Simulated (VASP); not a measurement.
# RbBr: single point with LDA

The system is RbBr.

```
Rb Br
1.0
     0.00000    3.42750    3.42750
     3.42750    0.00000    3.42750
     3.42750    3.42750    0.00000
Rb Br
1 1
Direct
  0.95624 0.95624 0.98187
  0.50000 0.50000 0.50000
```

This cell differs from its parent crystal: atom 1 (Rb) moved by (-0.300, -0.300) A along [1 1 0] and z.

| Quantity | Value |
| --- | --- |
| Program | VASP 6.6.1 |
| Task | single point |
| Functional | LDA |
| Potentials or basis | VASP PAW LDA potentials, release 64 (Rb_sv, Br) |
| Cutoff | 520 eV |
| k mesh | 6 × 6 × 6 |
| Occupations | gaussian, width 0.05 eV |
| Spin | no spin polarisation |
| Dipole correction | no |
| Further INCAR settings | ALGO = Normal; EDIFF = 1e-06; NBANDS = 15 |

| Quantity | Value |
| --- | --- |
| Pressure | -0.3 GPa |
| Largest force | 0.449 eV/Å |
| Band gap on the k mesh | 4.01 eV |

Forces in eV/Å, atoms in the order of the input:
```
Rb   0.198  0.198  0.351
Br  -0.198 -0.198 -0.351
```

Stress tensor (GPa, compression positive):
```
-0.61 -0.16 -0.25
-0.16 -0.61 -0.25
-0.25 -0.25  0.22
```

Levels at points of the mesh, in eV from the valence-band top:
```tsv
k point	band 6	band 7	band 8	band 9	band 10	band 11
(0.00, 0.00, 0.00)	-0.01	-0.01	0.00	4.01	7.10	7.16
(0.50, 0.00, 0.00)	-0.99	-0.30	-0.26	6.39	7.34	8.84
(0.00, 0.00, 0.50)	-0.99	-0.30	-0.24	6.38	7.28	8.83
(0.50, 0.50, 0.50)	-0.99	-0.36	-0.35	6.48	7.67	9.18
(0.50, 0.50, 0.00)	-0.42	-0.16	-0.12	5.48	6.83	8.13
(0.00, 0.50, 0.50)	-0.44	-0.18	-0.12	5.54	6.79	8.41
```

Wall time 52 s on 1 thread of Intel(R) Xeon(R) Platinum 8259CL CPU @ 2.50GHz (Skylake/Cascade Lake), with other jobs on the host, peak memory 0.22 GiB.

Caveat: the cell differs from its parent crystal (atom 1 (Rb) moved by (-0.300, -0.300) A along [1 1 0] and z).
